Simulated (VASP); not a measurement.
# Al3Cu2 (P-3m1) in VASP: a series of runs

Al3Cu2 is run at these levels: r2SCAN; tasks: single point.

Program: VASP 6.6.1. These are calculated values, not measurements. Logs are shortened: lines on timing, memory, paths and dates and some standing lists are left out, and cuts for length are marked.

**1. The cell of the first run**

It takes space group P-3m1 (No. 164, trigonal). Conventional cell: a = 4.092 Å, b = 4.092 Å, c = 4.993 Å, α = 90.00°, β = 90.00°, γ = 120.00°. Al (site symmetry -3m) has 6 Cu at 2.49 Å and 6 Al at 2.94 Å within 3.3 Å. Within 3.2 Å of Al (site symmetry 3m) lie 5 Cu at 2.44 to 2.55 Å and 6 Al at 2.80 to 2.94 Å. Within 3.2 Å of Cu (site symmetry 3m) lie 8 Al at 2.44 to 2.55 Å and 3 Cu at 2.85 Å.

**2. Single point, r2SCAN**

Input file POSCAR:

```
Al3Cu2
1.0
    4.0919516368      0.0000000000      0.0000000000
   -2.0459758184      3.5437340685      0.0000000000
    0.0000000000      0.0000000000      4.9927787000
Al Cu
3 2
Direct
    0.0000000000      0.0000000000      0.0000000000
    0.3333333333      0.6666666667      0.3499253500
    0.6666666667      0.3333333333      0.6500746500
    0.3333333333      0.6666666667      0.8395121300
    0.6666666667      0.3333333333      0.1604878700
```

Input file INCAR.step1:

```
PREC     = Accurate       # precision mode
ENCUT    = 520            # plane-wave cutoff, eV
ISMEAR   = -5             # smearing method
SIGMA    = 0.1            # smearing width, eV
LREAL    = False          # projectors in reciprocal space
LASPH    = True           # aspherical terms in the spheres
NELM     = 80             # most SCF steps
NBANDS   = 24             # bands
GGA      = PE             # functional
ALGO     = Normal         # electronic algorithm
EDIFF    = 1E-4           # SCF threshold, eV
LWAVE    = True           # write WAVECAR
LCHARG   = False          # write CHGCAR
```

Input file INCAR.step2:

```
PREC     = Accurate       # precision mode
ENCUT    = 520            # plane-wave cutoff, eV
EDIFF    = 1E-7           # SCF threshold, eV
ISMEAR   = -5             # smearing method
SIGMA    = 0.1            # smearing width, eV
LREAL    = False          # projectors in reciprocal space
LASPH    = True           # aspherical terms in the spheres
NELM     = 80             # most SCF steps
ALGO     = Normal         # electronic algorithm
ISIF     = 2              # what is computed and relaxed
LWAVE    = False          # write WAVECAR
LCHARG   = False          # write CHGCAR
METAGGA  = R2SCAN         # meta-GGA
LMIXTAU  = True         
NBANDS   = 24             # bands
ISTART   = 1
```

Input file KPOINTS:

```
regular mesh
0
Gamma
  12 12 8
```

Potentials or basis: VASP PAW PBE potentials, release 64 (Al, Cu).

Launch:

```bash
$ cat potpaw_PBE.64/Al/POTCAR potpaw_PBE.64/Cu/POTCAR > POTCAR
$ cp INCAR.step1 INCAR
$ mpirun -np 1 vasp_std > vasp.out
$ cp INCAR.step2 INCAR
$ mpirun -np 1 vasp_std > vasp.out
```

OUTCAR:

```text
PREC = Accurate
   ENCUT = 520
   EDIFF = 1E-7
   ISMEAR = -5
   LREAL = False
   LASPH = True
   NELM = 80
   ISIF = 2
   METAGGA = R2SCAN
   ISTART = 1

 ion  position               nearest neighbor table
   1  0.000  0.000  0.000-   4 2.49   5 2.49   4 2.49   5 2.49   5 2.49   4 2.49   2 2.94   3 2.94
                             2 2.94   3 2.94   2 2.94   3 2.94
   2  0.333  0.667  0.350-   4 2.44   5 2.54   5 2.54   5 2.54   4 2.55   3 2.80   3 2.80   3 2.80
                             1 2.94   1 2.94   1 2.94
   3  0.667  0.333  0.650-   5 2.44   4 2.54   4 2.54   4 2.54   5 2.55   2 2.80   2 2.80   2 2.80
                             1 2.94   1 2.94   1 2.94
   4  0.333  0.667  0.840-   2 2.44   1 2.49   1 2.49   1 2.49   3 2.54   3 2.54   3 2.54   2 2.55

   5  0.667  0.333  0.160-   3 2.44   1 2.49   1 2.49   1 2.49   2 2.54   2 2.54   2 2.54   3 2.55

  LATTYP: Found a hexagonal cell.
 ALAT       =     4.0919516368
 C/A-ratio  =     1.2201460680

  Lattice vectors:

 A1 = (   4.0919516368,   0.0000000000,   0.0000000000)
 A2 = (  -2.0459758184,   3.5437340685,   0.0000000000)
 A3 = (   0.0000000000,   0.0000000000,   4.9927787000)

Analysis of symmetry for initial positions (statically):
=====================================================================
 Subroutine PRICEL returns:
 Original cell was already a primitive cell.

 Routine SETGRP: Setting up the symmetry group for a
 hexagonal supercell.

 Subroutine GETGRP returns: Found 12 space group operations
 (whereof 12 operations were pure point group operations)
 out of a pool of 24 trial point group operations.

The static configuration has the point symmetry D_3d.

Analysis of symmetry for dynamics (positions and initial velocities):
=====================================================================
 Subroutine PRICEL returns:
 Original cell was already a primitive cell.

 Routine SETGRP: Setting up the symmetry group for a
 hexagonal supercell.

 Subroutine GETGRP returns: Found 12 space group operations
 (whereof 12 operations were pure point group operations)
 out of a pool of 24 trial point group operations.

The dynamic configuration has the point symmetry D_3d.

 Subroutine INISYM returns: Found 12 space group operations
 (whereof 12 operations are pure point group operations),
 and found     1 'primitive' translations

----------------------------------------------------------------------------------------

                                     Primitive cell

  volume of cell :      72.3992

  direct lattice vectors                    reciprocal lattice vectors
     4.091951637  0.000000000  0.000000000     0.244382165  0.141094109  0.000000000
    -2.045975818  3.543734069  0.000000000     0.000000000  0.282188217  0.000000000
     0.000000000  0.000000000  4.992778700     0.000000000  0.000000000  0.200289270

  length of vectors
     4.091951637  4.091951637  4.992778700     0.282188217  0.282188217  0.200289270

  position of ions in fractional coordinates (direct lattice)
     0.000000000  0.000000000  0.000000000
     0.333333333  0.666666667  0.349925350
     0.666666667  0.333333333  0.650074650
     0.333333333  0.666666667  0.839512130
     0.666666667  0.333333333  0.160487870

  ion indices of the primitive-cell ions
   primitive index   ion index
                 1           1
                 2           2
                 3           3
                 4           4
                 5           5

----------------------------------------------------------------------------------------

 KPOINTS: regular mesh

Automatic generation of k-mesh.
 Grid dimensions read from file:
 generate k-points for:   12   12    8

 Generating k-lattice:

  Cartesian coordinates                     Fractional coordinates (reciprocal lattice)
     0.020365180  0.011757842  0.000000000     0.083333333  0.000000000  0.000000000
     0.000000000  0.023515685  0.000000000     0.000000000  0.083333333  0.000000000
     0.000000000  0.000000000  0.025036159     0.000000000  0.000000000  0.125000000

  Length of vectors
     0.023515685  0.023515685  0.025036159

  Shift w.r.t. Gamma in fractional coordinates (k-lattice)
     0.000000000  0.000000000  0.000000000

 TETIRR: Found   1652 inequivalent tetrahedra from     6912

 Subroutine IBZKPT returns following result:
 ===========================================

 Found    131 irreducible k-points:

 Following reciprocal coordinates:
            Coordinates               Weight
  0.000000  0.000000  0.000000      1.000000
  0.083333  0.000000  0.000000      6.000000
  0.166667  0.000000  0.000000      6.000000
  0.250000  0.000000  0.000000      6.000000
  0.333333  0.000000  0.000000      6.000000
  0.416667  0.000000  0.000000      6.000000
[... 16 lines left out ...]
  0.166667  0.000000  0.125000      6.000000
  0.000000  0.166667  0.125000      6.000000
 [... further k-points ...]
   k-points           NKPTS =    131   k-points in BZ     NKDIM =    131   number of bands    NBANDS=     24
   number of dos      NEDOS =    301   number of ions     NIONS =      5
   total plane-waves  NPLWV =  36000
   dimension x,y,z NGX =    30 NGY =   30 NGZ =   40
   dimension x,y,z NGXF=    60 NGYF=   60 NGZF=   80
   ions per type =               3   2
   NGX,Y,Z   is equivalent  to a cutoff of  12.19, 12.19, 13.32 a.u.
   NGXF,Y,Z  is equivalent  to a cutoff of  24.38, 24.38, 26.64 a.u.
 SYSTEM =  unknown system
   PREC   = accura    normal or accurate (medium, high low for compatibility)
   ISTART =      1    job   : 0-new  1-cont  2-samecut
   ICHARG =      0    charge: 1-file 2-atom 10-const
   ISPIN  =      1    spin polarized calculation?
   LNONCOLLINEAR =      F non collinear calculations
   LSORBIT =      F    spin-orbit coupling
   LASPH  =      T    aspherical Exc in radial PAW
   ENCUT  =  520.0 eV  38.22 Ry    6.18 a.u.   7.61  7.61  9.28*2*pi/ulx,y,z
   NELM   =     80;   NELMIN=  2; NELMDL=  0     # of ELM steps
   EDIFF  = 0.1E-06   stopping-criterion for ELM
   LREAL  =      F    real-space projection
   EDIFFG = 0.1E-05   stopping-criterion for IOM
   NSW    =      0    number of steps for IOM
   IBRION =     -1    ionic relax: 0-MD 1-quasi-New 2-CG
   NFREE  =      0    steps in history (QN), initial steepest desc. (CG)
   ISIF   =      2    stress and relaxation
   ISYM   =      2    0-nonsym 1-usesym 2-fastsym
   POTIM  = 0.5000    time-step for ionic-motion
   TEBEG  =    0.0;   TEEND  =   0.0 temperature during run
   PSTRESS=    0.0 pullay stress
   NELECT =      31.0000    total number of electrons
   NUPDOWN=      -1.0000    fix difference up-down
   EMIN   =  10.00;   EMAX   =-10.00  energy-range for DOS
   EFERMI =   0.00;   METHOD = LEGACY
   ISMEAR =    -5;   SIGMA  =   0.10  broadening in eV -4-tet -1-fermi 0-gaus
   EFERMI_NEDOS =   21; number of points for ismear=-14 and -15
   IALGO  =     38    algorithm
   IMIX   =      4    mixing-type and parameters
     AMIX     =   0.40;   BMIX     =  1.00
     AMIX_MAG =   1.60;   BMIX_MAG =  1.00
  volume/ion in A,a.u.               =      14.48        97.71
  Fermi-wavevector in a.u.,A,eV,Ry     =   1.233912  2.331755 20.715388  1.522538
  Thomas-Fermi vector in A             =   2.368623
   LORBIT       =      0    0 simple, 1 ext, 2 COOP (PROOUT), +10 PAW based schemes
   METAGGA = R2SCAN    functional components
   LHFCALC =     F    Hartree Fock is set to
   AEXX    =    0.0000 exact exchange contribution
   IVDW    =     0    specifies the selected vdW correction
   LEPSILON=     F    determine dielectric tensor
   LRPA    =     F    only Hartree local field effects (RPA)
 non-spin polarized calculation
 Fermi weights with tetrahedron method with Bloechl corrections
  energy-cutoff  :      520.00
  volume of cell :       72.40
 maximum number of plane-waves:      2010
   NGX = 15   NGY = 15   NGZ = 19

 number of electron      30.9999996 magnetization

 Free energy of the ion-electron system (eV)
  ---------------------------------------------------
  ext. energy  EPLUGINS =         0.00000000
  ---------------------------------------------------
  free energy    TOTEN  =       -42.81666518 eV

  energy without entropy =      -42.81666518  energy(sigma->0) =      -42.81666518

 E-fermi :   8.3073     XC(G=0): -11.7653

 val. band max:        8.5472888337   @ k =   0.0000   0.0000   0.2500
 cond. band min:       8.2476808496   @ k =   0.1667   0.0833   0.5000
 fundamental gap:     -0.2996079841
 Fermi energy:         8.3073158017

 k-point     1 :       0.0000    0.0000    0.0000
  band No.  band energies     occupation
      1      -3.5144      2.00000
      2       1.6102      2.00000
      3       2.1825      2.00000
      4       2.7829      2.00000
      5       2.7830      2.00000
      6       3.1478      2.00000
[... 16 lines left out ...]
     23      14.5243      0.00000
     24      14.5243      0.00000

 k-point     2 :       0.0833    0.0000    0.0000
  band No.  band energies     occupation
      1      -3.4271      2.00000
      2       1.6580      2.00000
      3       2.1831      2.00000
      4       2.7954      2.00000
      5       2.8095      2.00000
      6       3.1296      2.00000
[... 16 lines left out ...]
     23      14.2725      0.00000
     24      14.3498      0.00000

 k-point     3 :       0.1667    0.0000    0.0000
  band No.  band energies     occupation
      1      -3.1663      2.00000
      2       1.7847      2.00000
      3       2.1587      2.00000
      4       2.8229      2.00000
      5       2.8863      2.00000
      6       3.0803      2.00000
[... 16 lines left out ...]
     23      13.9187      0.00000
     24      14.4130      0.00000
[... 514 lines left out ...]
 k-point    23 :       0.1667    0.0000    0.1250
  band No.  band energies     occupation
      1      -3.0732      2.00000
      2       1.2399      2.00000
      3       2.3443      2.00000
      4       2.7573      2.00000
      5       2.8711      2.00000
      6       3.1280      2.00000
[... 16 lines left out ...]
     23      14.3684      0.00000
     24      14.8496      0.00000

 k-point    24 :       0.0000    0.1667    0.1250
  band No.  band energies     occupation
      1      -3.0728      2.00000
      2       1.2299      2.00000
      3       2.3163      2.00000
      4       2.8222      2.00000
      5       2.8706      2.00000
      6       3.0730      2.00000
[... 16 lines left out ...]
     23      14.3600      0.00000
     24      14.6948      0.00000

 [... further k-points ...]

------------------------ aborting loop because EDIFF is reached ----------------------------------------

  FORCE on cell =-STRESS in cart. coord.  units (eV):
  Direction    XX          YY          ZZ          XY          YZ          ZX
  --------------------------------------------------------------------------------------
  -------------------------------------------------------------------------------------
  Total        0.2577821      0.2577821     -0.0602836      0.0000000     -0.0000000      0.0000000
  in kB        5.7046549      5.7046549     -1.3340623      0.0000000     -0.0000000      0.0000000
  external PRESSURE =       3.3584159 kB  Pullay stress =       0.0000000 kB

 VOLUME and BASIS-vectors are now :
 -----------------------------------------------------------------------------
  energy-cutoff  :      520.00
  volume of cell :       72.40
      direct lattice vectors                 reciprocal lattice vectors
     4.091951637  0.000000000  0.000000000     0.244382165  0.141094109  0.000000000
    -2.045975818  3.543734069  0.000000000     0.000000000  0.282188217  0.000000000
     0.000000000  0.000000000  4.992778700     0.000000000  0.000000000  0.200289270

 POSITION                                       TOTAL-FORCE (eV/Angst)
 -----------------------------------------------------------------------------------
      0.00000      0.00000      0.00000         0.000000      0.000000      0.000000
     -0.00000      2.36249      1.74710         0.000000      0.000000      0.000751
      2.04598      1.18124      3.24568         0.000000     -0.000000     -0.000751
     -0.00000      2.36249      4.19150        -0.000000      0.000000      0.020787
      2.04598      1.18124      0.80128         0.000000      0.000000     -0.020787
 -----------------------------------------------------------------------------------
    total drift:                               -0.000000      0.000000      0.000000

  FREE ENERGIE OF THE ION-ELECTRON SYSTEM (eV)
  ---------------------------------------------------
  free  energy   TOTEN  =       -42.8166651847 eV

  energy  without entropy=      -42.8166651847  energy(sigma->0) =      -42.81666518
```

Wall time 19 min (1 thread of Intel Xeon 8259CL, shared host); peak memory 0.33 GiB.

Results:

- Free energy: -42.8167 eV
- Pressure: 0.3 GPa
- Largest force: 0.021 eV/Å
- Band gap on the k mesh: zero (an odd number of electrons rules out a gap without spin polarisation)

Forces on the atoms (eV/Å):
```
Al   0.000  0.000  0.000
Al   0.000  0.000  0.001
Al   0.000  0.000 -0.001
Cu   0.000  0.000  0.021
Cu   0.000  0.000 -0.021
```

Caveat: the PAW data sets were made with another functional, which shifts forces and pressure a little; tetrahedron occupations give inexact forces and stress in metals.

**3. Single point, r2SCAN**

POSCAR is that of step 2.

Input file INCAR.step1:

```
ALGO     = Normal         # electronic algorithm
EDIFF    = 1E-4           # SCF threshold, eV
ENCUT    = 520            # plane-wave cutoff, eV
GGA      = PE             # functional
ISMEAR   = 0              # smearing method
LASPH    = True           # aspherical terms in the spheres
LCHARG   = False          # write CHGCAR
LREAL    = False          # projectors in reciprocal space
LWAVE    = True           # write WAVECAR
NBANDS   = 24             # bands
NELM     = 80             # most SCF steps
PREC     = Accurate       # precision mode
SIGMA    = 0.1            # smearing width, eV
```

Input file INCAR.step2:

```
ALGO     = Normal         # electronic algorithm
EDIFF    = 1E-7           # SCF threshold, eV
ENCUT    = 520            # plane-wave cutoff, eV
ISIF     = 2              # what is computed and relaxed
ISMEAR   = 0              # smearing method
ISTART   = 1            
LASPH    = True           # aspherical terms in the spheres
LCHARG   = False          # write CHGCAR
LMIXTAU  = True         
LREAL    = False          # projectors in reciprocal space
LWAVE    = False          # write WAVECAR
METAGGA  = R2SCAN         # meta-GGA
NBANDS   = 24             # bands
NELM     = 80             # most SCF steps
PREC     = Accurate       # precision mode
SIGMA    = 0.1            # smearing width, eV
```

Input file KPOINTS:

```
k-points
0
Gamma
  12 12 10
```

Potentials or basis: VASP PAW PBE potentials, release 64 (Al, Cu).

Launch:

```bash
$ cat potpaw_PBE.64/Al/POTCAR potpaw_PBE.64/Cu/POTCAR > POTCAR
$ cp INCAR.step1 INCAR
$ mpirun -np 1 vasp_std > vasp.out
$ cp INCAR.step2 INCAR
$ mpirun -np 1 vasp_std > vasp.out
```

It took 32 min on 1 thread of Intel Xeon 8259CL, shared host; peak memory 0.37 GiB.

It converged, with:

| Property | Result |
| --- | --- |
| Free energy | -42.8173 eV |
| Pressure | 0.4 GPa |
| Largest force | 0.018 eV/Å |
| Band gap on the k mesh | zero (an odd number of electrons rules out a gap without spin polarisation) |

Forces in eV/Å, atoms in the order of the input:
```
Al   0.000  0.000  0.000
Al   0.000  0.000  0.002
Al   0.000  0.000 -0.002
Cu   0.000  0.000  0.018
Cu   0.000  0.000 -0.018
```

Stress tensor (GPa, compression positive):
```
0.48 0.00 0.00
0.00 0.48 0.00
0.00 0.00 0.16
```

Levels at points of the mesh, in eV from the Fermi level:
| k point | band 13 | band 14 | band 15 | band 16 | band 17 | band 18 |
| --- | --- | --- | --- | --- | --- | --- |
| (0.00, 0.00, 0.00) | -3.78 | -0.21 | -0.21 | 1.41 | 1.41 | 2.93 |
| (0.50, 0.00, 0.00) | -3.25 | -3.20 | -2.72 | -0.78 | 0.08 | 0.54 |
| (0.00, 0.00, 0.50) | 1.25 | 1.25 | 1.38 | 1.38 | 1.86 | 2.55 |
| (0.50, 0.00, 0.50) | -4.28 | -3.66 | -1.89 | -0.19 | 0.92 | 1.13 |

Caveat: the PAW data sets were made with another functional, which shifts forces and pressure a little.

(Part 1 of 3 ends here.)
